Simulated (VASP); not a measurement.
# TePbS4 (P-3m1) in VASP: relaxation of cell and atoms with PBE

Aim: the relaxation of cell and atoms of TePbS4 with PBE.

Everything below comes from runs of VASP 6.6.1. Logs are shortened: lines on timing, memory, paths and dates and some standing lists are left out, and cuts for length are marked.

### Step 1. The cell of the first run

The structure is trigonal, space group P-3m1 (No. 164). The conventional cell has a = 3.667 Å, b = 3.667 Å, c = 13.869 Å, α = 90.00°, β = 90.00°, γ = 120.00°. Te (site symmetry -3m) has 6 S at 2.72 Å within 3.6 Å. Within 3.6 Å of Pb (site symmetry -3m) lie 6 S at 2.76 Å. S (site symmetry 3m) has 3 Pb at 2.76 Å within 3.6 Å. Within 3.6 Å of S (site symmetry 3m) lie 3 Te at 2.72 Å.

### Step 2. Relaxation of cell and atoms, PBE

File INCAR:

```
ALGO = Normal
EDIFF = 1E-7
EDIFFG = -0.08
ENCUT = 500
GGA = PE
GGA_COMPAT = F
IBRION = 2
ISIF = 3
ISMEAR = 0
LASPH = T
LCHARG = F
LREAL = F
LWAVE = F
NELM = 120
NELMIN = 4
NSW = 36
PREC = Accurate
SIGMA = 0.15
```

File KPOINTS:

```
k-points
0
Gamma
  4 4 1
```

File POSCAR:

```
TePbS4
1.0
    3.6665861300      0.0000000000      0.0000000000
   -1.8332930600      3.1753567300      0.0000000000
    0.0000000000      0.0000000000     13.8690582100
Te Pb S
1 1 4
Direct
    0.0000000000      0.0000000000      0.5000000000
    0.0000000000      0.0000000000      0.0000000000
    0.6666666700      0.3333333300      0.8719140300
    0.6666666700      0.3333333300      0.3771010000
    0.3333333300      0.6666666700      0.6228990000
    0.3333333300      0.6666666700      0.1280859700
```

Potentials or basis: VASP PAW PBE potentials, release 64 (Te, Pb_d, S).

The run is started by

```bash
$ cat potpaw_PBE.64/Te/POTCAR potpaw_PBE.64/Pb_d/POTCAR potpaw_PBE.64/S/POTCAR > POTCAR
$ mpirun -np 1 vasp_std > vasp.out
```

OUTCAR:

```text
EDIFF = 1E-7
   EDIFFG = -0.08
   ENCUT = 500
   GGA = PE
   IBRION = 2
   ISIF = 3
   ISMEAR = 0
   LASPH = T
   LREAL = F
   NELM = 120
   NELMIN = 4
   NSW = 36
   PREC = Accurate

 ion  position               nearest neighbor table
   1  0.000  0.000  0.500-   4 2.72   5 2.72   5 2.72   4 2.72   4 2.72   5 2.72
   2  0.000  0.000  0.000-   3 2.76   6 2.76   6 2.76   3 2.76   3 2.76   6 2.76
   3  0.667  0.333  0.872-   2 2.76   2 2.76   2 2.76
   4  0.667  0.333  0.377-   1 2.72   1 2.72   1 2.72
   5  0.333  0.667  0.623-   1 2.72   1 2.72   1 2.72
   6  0.333  0.667  0.128-   2 2.76   2 2.76   2 2.76

  LATTYP: Found a hexagonal cell.
 ALAT       =     3.6665861300
 C/A-ratio  =     3.7825535030

  Lattice vectors:

 A1 = (   3.6665861300,   0.0000000000,   0.0000000000)
 A2 = (  -1.8332930600,   3.1753567300,   0.0000000000)
 A3 = (   0.0000000000,   0.0000000000,  13.8690582100)

Analysis of symmetry for initial positions (statically):
=====================================================================
 Subroutine PRICEL returns:
 Original cell was already a primitive cell.

 Routine SETGRP: Setting up the symmetry group for a
 hexagonal supercell.

 Subroutine GETGRP returns: Found 12 space group operations
 (whereof 12 operations were pure point group operations)
 out of a pool of 24 trial point group operations.

The static configuration has the point symmetry D_3d.

Analysis of symmetry for dynamics (positions and initial velocities):
=====================================================================
 Subroutine PRICEL returns:
 Original cell was already a primitive cell.

 Routine SETGRP: Setting up the symmetry group for a
 hexagonal supercell.

 Subroutine GETGRP returns: Found 12 space group operations
 (whereof 12 operations were pure point group operations)
 out of a pool of 24 trial point group operations.

The dynamic configuration has the point symmetry D_3d.

 Subroutine INISYM returns: Found 12 space group operations
 (whereof 12 operations are pure point group operations),
 and found     1 'primitive' translations

----------------------------------------------------------------------------------------

                                     Primitive cell

  volume of cell :     161.4735

  direct lattice vectors                    reciprocal lattice vectors
     3.666586130  0.000000000  0.000000000     0.272733263  0.157462623  0.000000000
    -1.833293060  3.175356730  0.000000000     0.000000000  0.314925246  0.000000000
     0.000000000  0.000000000 13.869058210     0.000000000  0.000000000  0.072102949

  length of vectors
     3.666586130  3.666586124 13.869058210     0.314925246  0.314925246  0.072102949

  position of ions in fractional coordinates (direct lattice)
     0.000000000  0.000000000  0.500000000
     0.000000000  0.000000000  0.000000000
     0.666666670  0.333333330  0.871914030
     0.666666670  0.333333330  0.377101000
     0.333333330  0.666666670  0.622899000
     0.333333330  0.666666670  0.128085970

  ion indices of the primitive-cell ions
   primitive index   ion index
                 1           1
                 2           2
                 3           3
                 4           4
                 5           5
                 6           6

----------------------------------------------------------------------------------------

 KPOINTS: k-points

Automatic generation of k-mesh.
 Grid dimensions read from file:
 generate k-points for:    4    4    1

 Generating k-lattice:

  Cartesian coordinates                     Fractional coordinates (reciprocal lattice)
     0.068183316  0.039365656  0.000000000     0.250000000 -0.000000000  0.000000000
     0.000000000  0.078731312  0.000000000     0.000000000  0.250000000  0.000000000
     0.000000000  0.000000000  0.072102949     0.000000000  0.000000000  1.000000000

  Length of vectors
     0.078731311  0.078731312  0.072102949

  Shift w.r.t. Gamma in fractional coordinates (k-lattice)
     0.000000000  0.000000000  0.000000000

 Subroutine IBZKPT returns following result:
 ===========================================

 Found      4 irreducible k-points:

 Following reciprocal coordinates:
            Coordinates               Weight
  0.000000  0.000000  0.000000      1.000000
  0.250000  0.000000  0.000000      6.000000
  0.500000  0.000000  0.000000      3.000000
  0.250000  0.250000  0.000000      6.000000
   k-points           NKPTS =      4   k-points in BZ     NKDIM =      4   number of bands    NBANDS=     26
   number of dos      NEDOS =    301   number of ions     NIONS =      6
   total plane-waves  NPLWV =  84672
   dimension x,y,z NGX =    28 NGY =   28 NGZ =  108
   dimension x,y,z NGXF=    56 NGYF=   56 NGZF=  216
   ions per type =               1   1   4
   NGX,Y,Z   is equivalent  to a cutoff of  12.70, 12.70, 12.95 a.u.
   NGXF,Y,Z  is equivalent  to a cutoff of  25.39, 25.39, 25.89 a.u.
 SYSTEM =  unknown system
   PREC   = accura    normal or accurate (medium, high low for compatibility)
   ISTART =      0    job   : 0-new  1-cont  2-samecut
   ICHARG =      2    charge: 1-file 2-atom 10-const
   ISPIN  =      1    spin polarized calculation?
   LNONCOLLINEAR =      F non collinear calculations
   LSORBIT =      F    spin-orbit coupling
   LASPH  =      T    aspherical Exc in radial PAW
   ENCUT  =  500.0 eV  36.75 Ry    6.06 a.u.   6.69  6.69 25.29*2*pi/ulx,y,z
   NELM   =    120;   NELMIN=  4; NELMDL= -5     # of ELM steps
   EDIFF  = 0.1E-06   stopping-criterion for ELM
   LREAL  =      F    real-space projection
   EDIFFG = -.8E-01   stopping-criterion for IOM
   NSW    =     36    number of steps for IOM
   IBRION =      2    ionic relax: 0-MD 1-quasi-New 2-CG
   NFREE  =      1    steps in history (QN), initial steepest desc. (CG)
   ISIF   =      3    stress and relaxation
   ISYM   =      2    0-nonsym 1-usesym 2-fastsym
   POTIM  = 0.5000    time-step for ionic-motion
   TEBEG  =    0.0;   TEEND  =   0.0 temperature during run
   PSTRESS=    0.0 pullay stress
   NELECT =      44.0000    total number of electrons
   NUPDOWN=      -1.0000    fix difference up-down
   EMIN   =  10.00;   EMAX   =-10.00  energy-range for DOS
   EFERMI =   0.00;   METHOD = LEGACY
   ISMEAR =     0;   SIGMA  =   0.15  broadening in eV -4-tet -1-fermi 0-gaus
   EFERMI_NEDOS =   21; number of points for ismear=-14 and -15
   IALGO  =     38    algorithm
   IMIX   =      4    mixing-type and parameters
     AMIX     =   0.40;   BMIX     =  1.00
     AMIX_MAG =   1.60;   BMIX_MAG =  1.00
  volume/ion in A,a.u.               =      26.91       181.61
  Fermi-wavevector in a.u.,A,eV,Ry     =   1.061350  2.005661 15.326469  1.126464
  Thomas-Fermi vector in A             =   2.196763
   LORBIT       =      0    0 simple, 1 ext, 2 COOP (PROOUT), +10 PAW based schemes
   GGA     = PE    functional components
   LHFCALC =     F    Hartree Fock is set to
   AEXX    =    0.0000 exact exchange contribution
   IVDW    =     0    specifies the selected vdW correction
   LEPSILON=     F    determine dielectric tensor
   LRPA    =     F    only Hartree local field effects (RPA)
 conjugate gradient relaxation of ions
 non-spin polarized calculation
 Gauss-broadening in eV      SIGMA  =   0.15
  energy-cutoff  :      500.00
  volume of cell :      161.47
 maximum number of plane-waves:      4119
 NGX is ok and might be reduce to    28
   NGX = 13   NGY = 13   NGZ = 51

--------------------------------------- Ionic step        1  -------------------------------------------

 number of electron      44.0000009 magnetization

 Free energy of the ion-electron system (eV)
  ---------------------------------------------------
  ext. energy  EPLUGINS =         0.00000000
  ---------------------------------------------------
  free energy    TOTEN  =       -22.20177931 eV

  energy without entropy =      -22.17294751  energy(sigma->0) =      -22.18736341

------------------------ aborting loop because EDIFF is reached ----------------------------------------

  FORCE on cell =-STRESS in cart. coord.  units (eV):
  Direction    XX          YY          ZZ          XY          YZ          ZX
  --------------------------------------------------------------------------------------
  -------------------------------------------------------------------------------------
  Total        2.9566240      2.9566240     -6.6975027      0.0000000      0.0000000     -0.0000000
  in kB       29.3362973     29.3362972    -66.4541477      0.0000000      0.0000000     -0.0000000
  external PRESSURE =      -2.5938511 kB  Pullay stress =       0.0000000 kB

 VOLUME and BASIS-vectors are now :
 -----------------------------------------------------------------------------
  energy-cutoff  :      500.00
  volume of cell :      161.47
      direct lattice vectors                 reciprocal lattice vectors
     3.666586130  0.000000000  0.000000000     0.272733263  0.157462623  0.000000000
    -1.833293060  3.175356730  0.000000000     0.000000000  0.314925246  0.000000000
     0.000000000  0.000000000 13.869058210     0.000000000  0.000000000  0.072102949
[... 241 lines left out ...]
 POSITION                                       TOTAL-FORCE (eV/Angst)
 -----------------------------------------------------------------------------------
     -0.00000      0.00000      6.38422        -0.000000     -0.000000      0.000000
     -0.00000      0.00000     12.76845        -0.000000     -0.000000      0.000000
      1.92480      1.11129     11.21178        -0.000000      0.000000      0.044501
      1.92480      1.11129      4.84789         0.000000     -0.000000     -0.095887
     -0.00000      2.22257      7.92056        -0.000000      0.000000      0.095887
     -0.00000      2.22257      1.55666         0.000000     -0.000000     -0.044501
 -----------------------------------------------------------------------------------
    total drift:                                0.000000     -0.000000      0.000000

  FREE ENERGIE OF THE ION-ELECTRON SYSTEM (eV)
  ---------------------------------------------------
  free  energy   TOTEN  =       -22.7339171717 eV

  energy  without entropy=      -22.7309372237  energy(sigma->0) =      -22.73242720

--------------------------------------- Ionic step        8  -------------------------------------------

 number of electron      44.0000005 magnetization

 Free energy of the ion-electron system (eV)
  ---------------------------------------------------
  ext. energy  EPLUGINS =         0.00000000
  ---------------------------------------------------
  free energy    TOTEN  =       -22.73545979 eV

  energy without entropy =      -22.73304982  energy(sigma->0) =      -22.73425480

 E-fermi :   3.6051     XC(G=0):  -8.8023

 val. band max:        3.3351432631   @ k =   0.2500   0.2500   0.0000
 cond. band min:       3.8479582058   @ k =   0.5000   0.0000   0.0000
 fundamental gap:      0.5128149426
 Fermi energy:         3.6050503743

 k-point     1 :       0.0000    0.0000    0.0000
  band No.  band energies     occupation
      1     -13.0188      2.00000
      2     -13.0188      2.00000
      3     -12.9702      2.00000
      4     -12.9133      2.00000
      5     -12.9133      2.00000
      6     -11.2941      2.00000
[... 18 lines left out ...]
     25       5.1393      0.00000
     26       5.1393      0.00000

 k-point     2 :       0.2500    0.0000    0.0000
  band No.  band energies     occupation
      1     -13.1201      2.00000
      2     -12.9782      2.00000
      3     -12.9556      2.00000
      4     -12.9171      2.00000
      5     -12.9015      2.00000
      6     -10.6267      2.00000
[... 18 lines left out ...]
     25       5.9427      0.00000
     26       6.4735      0.00000

 k-point     3 :       0.5000    0.0000    0.0000
  band No.  band energies     occupation
      1     -13.2259      2.00000
      2     -12.9807      2.00000
      3     -12.9693      2.00000
      4     -12.8720      2.00000
      5     -12.8564      2.00000
      6      -9.1274      2.00000
[... 18 lines left out ...]
     25       6.4377      0.00000
     26       6.8602      0.00000

 k-point     4 :       0.2500    0.2500    0.0000
  band No.  band energies     occupation
      1     -13.1562      2.00000
      2     -13.0339      2.00000
      3     -12.9430      2.00000
      4     -12.9119      2.00000
      5     -12.8674      2.00000
      6      -9.4076      2.00000
[... 18 lines left out ...]
     25       6.7468      0.00000
     26       6.7794      0.00000
[... 20 lines left out ...]
 POSITION                                       TOTAL-FORCE (eV/Angst)
 -----------------------------------------------------------------------------------
     -0.00000      0.00000      6.36730         0.000000      0.000000      0.000000
      0.00000      0.00000     -0.00000         0.000000      0.000000      0.000000
      1.92457      1.11115     11.19039         0.000000     -0.000000     -0.052453
      1.92457      1.11115      4.82458         0.000000     -0.000000     -0.044509
     -0.00000      2.22231      7.91002        -0.000000      0.000000      0.044509
     -0.00000      2.22231      1.54421        -0.000000      0.000000      0.052453
 -----------------------------------------------------------------------------------
    total drift:                               -0.000000     -0.000000     -0.000000

  FREE ENERGIE OF THE ION-ELECTRON SYSTEM (eV)
  ---------------------------------------------------
  free  energy   TOTEN  =       -22.7354597874 eV

  energy  without entropy=      -22.7330498216  energy(sigma->0) =      -22.73425480

 reached required accuracy - stopping structural energy minimisation
```

Run time: 2.1 min. Hardware: 1 thread of Intel Xeon Platinum 8488C (Sapphire Rapids), shared host; peak memory 0.29 GiB.

What came out:

- Free energy: -22.7355 eV
- Relaxed volume: 27.23 Å³/atom
- Relaxed cell: a = 3.849 Å, b = 3.849 Å, c = 12.735 Å, α = 90.00°, β = 90.00°, γ = 120.00°
- Space group after relaxing (to 0.05 Å): P-3m1 (No. 164)
- Energy gained by relaxing: 88.9 meV/atom
- Ionic steps: 8
- Pressure after relaxing: 0.0 GPa
- Largest force after relaxing: 0.052 eV/Å
- Band gap on the k mesh: 0.51 eV, indirect (least direct gap 0.95 eV)

Forces in eV/Å, atoms in the order of the input:
```
Te   0.000  0.000  0.000
Pb   0.000  0.000  0.000
S    0.000  0.000 -0.052
S    0.000  0.000 -0.045
S    0.000  0.000  0.045
S    0.000  0.000  0.052
```

The path:
```tsv
step	energy change (eV)	largest force (eV/Å)	pressure (GPa)	volume (Å³)
1	0.0000	1.0318	-0.26	161.47
2	-0.4465	0.3942	1.00	160.13
3	-0.4934	0.3892	1.70	159.39
4	-0.4937	0.4356	1.80	159.28
5	-0.5207	0.1671	-1.04	166.73
6	-0.5293	0.1312	-0.16	164.19
7	-0.5321	0.0959	-0.09	163.87
8	-0.5337	0.0525	0.01	163.40
```

Final structure:
```
Te Pb S
1.0
     3.84915    0.00000    0.00000
    -1.92457    3.33346    0.00000
     0.00000    0.00000   12.73460
Te Pb S
1 1 4
Direct
  0.00000 0.00000 0.50000
  0.00000 0.00000 0.00000
  0.66667 0.33333 0.87874
  0.66667 0.33333 0.37886
  0.33333 0.66667 0.62114
  0.33333 0.66667 0.12126
```

Caveat: the k points lie up to 0.49 Å⁻¹ apart in the final cell; spin-orbit coupling is left out, which moves the levels of the heavy elements; this functional lacks dispersion, which binds the layers, so the pressure and a relaxed spacing across them are unreliable; the relaxation stopped at a loose force limit of 0.08 eV/Å, so its end isn't a converged minimum. A k mesh can miss the band edges.
